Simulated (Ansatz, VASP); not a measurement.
**One calculation of Ga4PN3, two programs**

File INCAR:

```
PREC = Accurate ; ENCUT = 520
EDIFF = 1E-7 ; ISMEAR = -1
SIGMA = 0.02 ; LREAL = False
LASPH = True ; NELM = 80
ALGO = Normal ; ISIF = 2
LWAVE = False ; LCHARG = True
GGA = PE ; LELF = True
LVHAR = True ; NBANDS = 46
```

Contents of KPOINTS:

```
Automatic mesh
0
Gamma
  6 6 6
```

POSCAR

```
Ga4PN3
1.0
    4.7463190410      0.0000000000      0.0000000000
    0.0000000000      4.7463190410      0.0000000000
    0.0000000000      0.0000000000      4.7463190410
N Ga P
3 4 1
Direct
    0.5000000000      0.0000000000      0.0000000000
    0.0000000000      0.5000000000      0.0000000000
    0.0000000000      0.0000000000      0.5000000000
    0.2306584560      0.7693415440      0.7693415440
    0.7693415440      0.2306584560      0.7693415440
    0.7693415440      0.7693415440      0.2306584560
    0.2306584560      0.2306584560      0.2306584560
    0.5000000000      0.5000000000      0.5000000000
```

Input for Ansatz:

```yaml
crystal:
  lattice:
    - [4.746319041, 0.0, 0.0]
    - [0.0, 4.746319041, 0.0]
    - [0.0, 0.0, 4.746319041]
  atoms:
    - { symbol: "N", position: [0.5, 0.0, 0.0] }
    - { symbol: Ga, position: [0.230658456, 0.769341544, 0.769341544] }
    - { symbol: "N", position: [0.0, 0.5, 0.0] }
    - { symbol: Ga, position: [0.769341544, 0.230658456, 0.769341544] }
    - { symbol: "N", position: [0.0, 0.0, 0.5] }
    - { symbol: Ga, position: [0.769341544, 0.769341544, 0.230658456] }
    - { symbol: P, position: [0.5, 0.5, 0.5] }
    - { symbol: Ga, position: [0.230658456, 0.230658456, 0.230658456] }
kpoints:
  mp_grid: { grid: [6, 6, 6] }
  band_path:
    path:
      - [[0.0, 0.0, 0.0], [2.854884770216e-51, 0.5, 4.091548300527e-34], [0.5, 0.5, 3.651960466586e-34], [0.0, 0.0, 0.0], [0.5, 0.5, 0.5], [2.854884770216e-51, 0.5, 4.091548300527e-34]]
      - [[0.5, 0.5, 0.5], [0.5, 0.5, 3.651960466586e-34]]
    npoints: 10
hamiltonian:
  xc: pbe
scf:
  occupations: { method: fermi_dirac, width: 0.02 }
  n_extra_bands: 6
output:
  forces: true
  stress: true
  eigenvalues: true
  write_density: true
  write_potential: true
  elf: true
  volumetric_format: npy
```

Alike in both runs: task single point; functional PBE; k mesh 6 × 6 × 6; occupations fermi-dirac, width 0.02 eV; no spin polarisation.

|  | VASP | Ansatz |
| --- | --- | --- |
| version | VASP 6.6.1 | Ansatz 0.2.0 |
| potentials or method | VASP PAW PBE potentials, release 64 (N, Ga_d, P) | plane waves, PAW |
| plane-wave cutoff (eV) | 520 | 420 |
| valence electrons in the cell | 72 | 72 |

```csv
,VASP,Ansatz,Ansatz less VASP
pressure (GPa),4.9,4.8,-0.06
rms of the force components (eV/Å),0.001,0.019,+0.0178
```

The functional is the same, so the differences come from potentials, cutoffs and numerics.
